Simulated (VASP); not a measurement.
# Al2O3 (P-6m2) in VASP: a series of runs, part 2 of 2

VASP 6.6.1.

### Step 3. Relaxation of cell and atoms, PBE+D3(BJ)

This run uses another cell than the first one, of 13.45 Å³/atom.

Contents of INCAR:

```
SYSTEM = Al2O3
PREC     = Accurate       ! precision mode
ENCUT    = 600            ! plane-wave cutoff, eV
EDIFF    = 1E-6           ! SCF threshold, eV
ISMEAR   = 0              ! smearing method
SIGMA    = 0.02           ! smearing width, eV
LREAL    = .FALSE.        ! projectors in reciprocal space
LASPH    = .TRUE.         ! aspherical terms in the spheres
NELM     = 60             ! most SCF steps
ALGO     = Normal         ! electronic algorithm
ISIF     = 3              ! what is computed and relaxed
LWAVE    = .FALSE.        ! write WAVECAR
LCHARG   = .FALSE.        ! write CHGCAR
GGA      = PE             ! functional
IVDW     = 12             ! dispersion correction
IBRION   = 2              ! ionic algorithm
NSW      = 100            ! ionic steps
EDIFFG   = -0.005         ! ionic threshold
```

Contents of KPOINTS:

```
Automatic mesh
0
G
  9 9 4
  0 0 0
```

Contents of POSCAR:

```
Al2O3
1.0
    2.8843249483      0.0000000000      0.0000000000
   -1.4421624742      2.4978986780      0.0000000000
    0.0000000000      0.0000000000      9.3367544600
Al O
2 3
Direct
    0.0000000000      0.0000000000      0.1499923300
    0.0000000000      0.0000000000      0.8500076700
    0.3333333300      0.6666666700      0.2223169200
    0.6666666700      0.3333333300      0.0000000000
    0.3333333300      0.6666666700      0.7776830800
```

Potentials or basis: VASP PAW PBE potentials, release 64 (Al, O).

Command:

```
$ cat potpaw_PBE.64/Al/POTCAR potpaw_PBE.64/O/POTCAR > POTCAR
$ mpirun -np 1 vasp_std > vasp.out
```

OUTCAR:

```text
SYSTEM = Al2O3
   PREC = Accurate
   ENCUT = 600
   EDIFF = 1E-6
   ISMEAR = 0
   LREAL = .FALSE.
   LASPH = .TRUE.
   NELM = 60
   ISIF = 3
   GGA = PE
   IVDW = 12
   IBRION = 2
   NSW = 100
   EDIFFG = -0.005
 IVDW          = 12

 ion  position               nearest neighbor table
   1  0.000  0.000  0.150-   3 1.80   3 1.80   3 1.80   4 2.18   4 2.18   4 2.18   2 2.80
   2  0.000  0.000  0.850-   5 1.80   5 1.80   5 1.80   4 2.18   4 2.18   4 2.18   1 2.80
   3  0.333  0.667  0.222-   1 1.80   1 1.80   1 1.80
   4  0.667  0.333  0.000-   1 2.18   2 2.18   1 2.18   2 2.18   1 2.18   2 2.18
   5  0.333  0.667  0.778-   2 1.80   2 1.80   2 1.80

  LATTYP: Found a hexagonal cell.
 ALAT       =     2.8843249483
 C/A-ratio  =     3.2370674689

  Lattice vectors:

 A1 = (   2.8843249483,   0.0000000000,   0.0000000000)
 A2 = (  -1.4421624742,   2.4978986780,   0.0000000000)
 A3 = (   0.0000000000,   0.0000000000,   9.3367544600)

Analysis of symmetry for initial positions (statically):
=====================================================================
 Subroutine PRICEL returns:
 Original cell was already a primitive cell.

 Routine SETGRP: Setting up the symmetry group for a
 hexagonal supercell.

 Subroutine GETGRP returns: Found 12 space group operations
 (whereof 12 operations were pure point group operations)
 out of a pool of 24 trial point group operations.

The static configuration has the point symmetry D_3h.

Analysis of symmetry for dynamics (positions and initial velocities):
=====================================================================
 Subroutine PRICEL returns:
 Original cell was already a primitive cell.

 Routine SETGRP: Setting up the symmetry group for a
 hexagonal supercell.

 Subroutine GETGRP returns: Found 12 space group operations
 (whereof 12 operations were pure point group operations)
 out of a pool of 24 trial point group operations.

The dynamic configuration has the point symmetry D_3h.

 Subroutine INISYM returns: Found 12 space group operations
 (whereof 12 operations are pure point group operations),
[... 126 lines left out ...]
   LORBIT       =      0    0 simple, 1 ext, 2 COOP (PROOUT), +10 PAW based schemes
   GGA     = PE    functional components
   LHFCALC =     F    Hartree Fock is set to
   AEXX    =    0.0000 exact exchange contribution
   IVDW    =    12    specifies the selected vdW correction
   LEPSILON=     F    determine dielectric tensor
   LRPA    =     F    only Hartree local field effects (RPA)
 conjugate gradient relaxation of ions
 non-spin polarized calculation
 Gauss-broadening in eV      SIGMA  =   0.02
  energy-cutoff  :      600.00
  volume of cell :       67.27
 maximum number of plane-waves:      2262
 NGX is ok and might be reduce to    24
   NGX = 11   NGY = 11   NGZ = 37

--------------------------------------- Ionic step        1  -------------------------------------------

 number of electron      23.9999993 magnetization

 Free energy of the ion-electron system (eV)
  ---------------------------------------------------
  ext. energy  EPLUGINS =         0.00000000
  ---------------------------------------------------
  free energy    TOTEN  =       -36.39411241 eV

  energy without entropy =      -36.39411241  energy(sigma->0) =      -36.39411241

------------------------ aborting loop because EDIFF is reached ----------------------------------------

 Edisp (eV)   -0.83397

 E8    (eV) :    -0.3216
[... 114 lines left out ...]
  FREE ENERGIE OF THE ION-ELECTRON SYSTEM (eV)
  ---------------------------------------------------
  free  energy   TOTEN  =       -37.2336910611 eV

  energy  without entropy=      -37.2336910611  energy(sigma->0) =      -37.23369106

 E-fermi :   3.0458     XC(G=0):  -9.9237

 val. band max:        2.9025464460   @ k =   0.1111   0.1111   0.0000
 cond. band min:       7.8809490205   @ k =   0.0000   0.0000   0.0000
 fundamental gap:      4.9784025745
 Fermi energy:         3.0458370147

 k-point     1 :       0.0000    0.0000    0.0000
  band No.  band energies     occupation
      1     -16.1131      2.00000
      2     -14.8816      2.00000
      3     -13.8504      2.00000
      4      -2.4272      2.00000
      5       0.5624      2.00000
      6       1.5079      2.00000
[... 435 lines left out ...]
      5      -2.2868      2.00000
      6      -1.4966      2.00000
[... 8 lines left out ...]
     15      13.5580      0.00000
     16      15.2485      0.00000

 [... further k-points ...]

[... ionic steps 4 to 41 ...]

--------------------------------------- Ionic step       42  -------------------------------------------

 number of electron      23.9999997 magnetization

------------------------ aborting loop because EDIFF is reached ----------------------------------------
[... 81 lines left out ...]
--------------------------------------- Ionic step       44  -------------------------------------------

 number of electron      23.9999997 magnetization

 Free energy of the ion-electron system (eV)
  ---------------------------------------------------
  ext. energy  EPLUGINS =         0.00000000
  ---------------------------------------------------
  free energy    TOTEN  =       -36.38107243 eV

  energy without entropy =      -36.38107243  energy(sigma->0) =      -36.38107243

 E-fermi :   3.9292     XC(G=0): -10.3422

 val. band max:        3.8247743948   @ k =   0.1111   0.1111   0.0000
 cond. band min:       8.3838575627   @ k =   0.0000   0.0000   0.0000
 fundamental gap:      4.5590831679
 Fermi energy:         3.9292084884

 k-point     1 :       0.0000    0.0000    0.0000
  band No.  band energies     occupation
      1     -15.2247      2.00000
      2     -14.0923      2.00000
      3     -12.9855      2.00000
      4      -1.3635      2.00000
      5       1.1377      2.00000
      6       2.1211      2.00000
[... 483 lines left out ...]
  FREE ENERGIE OF THE ION-ELECTRON SYSTEM (eV)
  ---------------------------------------------------
  free  energy   TOTEN  =       -37.3553333808 eV

  energy  without entropy=      -37.3553333808  energy(sigma->0) =      -37.35533338

 reached required accuracy - stopping structural energy minimisation
```

CONTCAR:

```text
Al2O3
   1.00000000000000
     2.8671725398917909    0.0000000000004199    0.0000000000000000
    -1.4335862699952344    2.4830442565821418   -0.0000000000000000
    -0.0000000000000000    0.0000000000000000    7.2755346183035652
  Al              O
     2     3
Direct
     0.0000000000000000    0.0000000000000000    0.1913419376503136
     1.0000000000000000    0.0000000000000000    0.8086580623496863
     0.3333333300000021    0.6666666699999979    0.2846895135614772
     0.6666666699999979    0.3333333300000021    0.0000000000000000
     0.3333333300000021    0.6666666699999979    0.7153104864385225

  0.00000000E+00  0.00000000E+00  0.00000000E+00
  0.00000000E+00  0.00000000E+00  0.00000000E+00
  0.00000000E+00  0.00000000E+00  0.00000000E+00
  0.00000000E+00  0.00000000E+00  0.00000000E+00
  0.00000000E+00  0.00000000E+00  0.00000000E+00
```

Wall time 27 min (1 thread of Intel Xeon 8259CL, shared host); peak memory 0.24 GiB.

Results:

```
Free energy                           : -37.3553 eV
Relaxed volume                        : 10.36 Å³/atom
Relaxed cell                          : a = 2.867 Å, b = 2.867 Å, c = 7.276 Å, α = 90.00°, β = 90.00°, γ = 120.00°
Space group after relaxing (to 0.1 Å) : P-6m2 (No. 187)
Energy gained by relaxing             : 25.5 meV/atom
Ionic steps                           : 44
Pressure after relaxing               : 0.0 GPa
Band gap on the k mesh                : 4.56 eV (least direct gap 4.67 eV)
Dispersion energy per atom            : -0.195 eV
```

Forces in eV/Å, atoms in the order of the input:
```
Al   0.000  0.000 -0.001
Al   0.000  0.000  0.001
O    0.000  0.000 -0.002
O    0.000  0.000  0.000
O    0.000  0.000  0.002
```

Step by step:
```tsv
step	energy change (eV)	largest force (eV/Å)	pressure (GPa)	volume (Å³)
1	0.0000	0.0676	-1.94	67.27
3	-0.0056	0.1105	-0.01	66.39
5	-0.0062	0.0625	-0.06	66.29
7	-0.0081	0.0607	-0.08	65.98
9	-0.0154	0.0557	-0.07	64.59
11	-0.0381	0.2549	0.57	59.12
13	-0.0527	0.1832	2.25	56.84
15	-0.0660	0.2394	3.68	53.22
17	-0.0663	0.2379	3.65	53.19
19	-0.0676	0.2478	3.57	53.03
21	-0.0720	0.2988	3.34	52.37
23	-0.0782	0.3655	2.92	51.53
25	-0.1008	0.3264	1.52	51.80
27	-0.1134	0.1760	-3.66	52.85
29	-0.1252	0.1394	-1.15	52.31
31	-0.1270	0.0427	-0.16	52.07
33	-0.1271	0.0118	-0.01	52.00
35	-0.1271	0.0151	-0.05	51.98
37	-0.1271	0.0245	-0.09	51.94
39	-0.1272	0.0176	-0.05	51.91
41	-0.1272	0.0118	0.08	51.80
43	-0.1272	0.0057	0.04	51.82
44	-0.1273	0.0022	-0.01	51.80
```

Final structure:
```xyz
5
Lattice="2.8672 0.0000 0.0000 -1.4336 2.4830 0.0000 0.0000 0.0000 7.2755" Properties=species:S:1:pos:R:3 pbc="T T T"
Al    0.0000    0.0000    1.3921
Al    2.8672    0.0000    5.8834
O     0.0000    1.6554    2.0713
O     1.4336    0.8277    0.0000
O     0.0000    1.6554    5.2043
```

Levels at points of the mesh, in eV from the valence-band top:
| k point | band 8 | band 9 | band 10 | band 11 | band 12 | band 13 | band 14 | band 15 | band 16 |
| --- | --- | --- | --- | --- | --- | --- | --- | --- | --- |
| (0.00, 0.00, 0.00) | -1.42 | -1.42 | -0.78 | -0.78 | -0.11 | 4.56 | 7.56 | 8.38 | 11.83 |
| (0.00, 0.00, 0.50) | -1.45 | -1.45 | -0.84 | -0.78 | -0.78 | 5.05 | 7.19 | 8.21 | 12.30 |

Caveat: the volume moved by over 15 % at a fixed basis, so the end points are rough; an odd mesh through Γ misses points on the zone boundary, where band edges can lie.
